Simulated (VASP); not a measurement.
Runs of VASP 6.6.1 on SiSe. The structure is that of space group F-43m (No. 216), or close to it. The cells are those of the table. 

```csv
task,cell,k mesh,cutoff (eV),gap on the mesh (eV),pressure (GPa),relaxed volume (Å³/atom)
single point,"a = 4.347 Å, angles 60.0°, 2 atoms",6 × 6 × 6,520,none,0.1,-
single point,"a = 4.341 Å, angles 60.0°, 2 atoms",16 × 16 × 16,520,none,0.0,-
relaxation of cell and atoms,"relaxed from a = 4.347 Å, angles 60.0°, 2 atoms",16 × 16 × 16,600,none,0.0,28.94
single point,"a = 4.016 Å, angles 60.0°, 2 atoms",6 × 6 × 6,520,none,12.3,-
relaxation of cell and atoms,"relaxed from a = 4.016 Å, angles 60.0°, 2 atoms",6 × 6 × 6,600,none,-0.2,(a)
```

Alike in all rows: level PBE; potentials or basis VASP PAW PBE potentials, release 64 (Si, Se); no spin polarisation; smearing gaussian 0.1 eV.

Fill in the values left out.

(a) 29.26.

Caveats: the volume moved by over 15 % at a fixed basis, so the end points are rough (some runs).

A k mesh can miss the band edges, and the runs leave out spin-orbit coupling on Se.

A gap of «none» marks levels without a gap at the run's occupations.
